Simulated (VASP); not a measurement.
**WC: single point with PBE**

WC:

```
CELL_PARAMETERS angstrom
2.90050 0.00000 0.00000
-1.45025 2.51191 0.00000
0.00000 0.00000 2.82900
ATOMIC_POSITIONS crystal
W 0.05768 0.04223 0.89396
C 0.66667 0.33333 0.50000
```

This cell differs from its parent crystal: atom 1 (W) moved by (+0.150, -0.300) A along [1 1 0] and z.

- Program: VASP 6.6.1
- Task: single point
- Functional: PBE
- Potentials or basis: VASP PAW PBE potentials, release 64 (W_sv, C)
- Cutoff: 520 eV
- k mesh: 18 × 18 × 16
- Occupations: gaussian, width 0.15 eV
- Spin: no spin polarisation
- Dipole correction: no
- Further INCAR settings: ALGO = Normal; EDIFF = 1e-06; NBANDS = 16

The pressure is 34.4 GPa and the largest force is 6.335 eV/Å. The band gap on the k mesh is zero (band 9 reaches 12.61 eV, above the bottom of band 10 at 11.14 eV).

Forces in eV/Å, atoms in the order of the input:
```
W   -2.565 -2.122  5.390
C    2.565  2.122 -5.390
```

Stress tensor (GPa, compression positive):
```
 43.00  10.64 -15.86
 10.64  22.63 -12.22
-15.86 -12.22  37.59
```

Levels at points of the mesh, in eV from the Fermi level:
```tsv
k point	band 6	band 7	band 8	band 9	band 10	band 11	band 12	band 13
(0.00, 0.00, 0.00)	-5.59	-4.35	-4.01	1.15	2.21	3.01	5.39	6.67
(0.50, 0.00, 0.00)	-7.68	-4.34	-3.36	-1.35	3.04	3.97	4.19	5.02
(0.00, 0.50, 0.00)	-7.02	-4.65	-2.84	-1.42	2.89	4.26	4.64	4.99
(0.50, 0.50, 0.00)	-7.20	-4.66	-3.14	-1.12	2.87	4.12	4.59	5.17
(0.00, 0.00, 0.50)	-8.59	-3.90	-2.84	-0.67	-0.20	3.74	4.21	6.29
(0.50, 0.00, 0.50)	-6.81	-4.40	-3.70	-0.35	4.07	5.10	6.24	8.09
(0.00, 0.50, 0.50)	-7.51	-5.05	-4.36	0.46	3.90	5.08	5.90	9.03
(0.50, 0.50, 0.50)	-7.28	-4.83	-4.10	0.20	3.84	5.09	5.75	8.77
```

Run time: 7.1 min on 1 thread of AMD EPYC 9R45 96-Core Processor (Zen 5) (shared host), peak memory 0.84 GiB.

Caveat: the cell differs from its parent crystal (atom 1 (W) moved by (+0.150, -0.300) A along [1 1 0] and z); spin-orbit coupling is left out, which moves the levels of the heavy elements; forces of over 1 eV/Å act on the atoms, so gaps and moduli don't describe the material at rest.
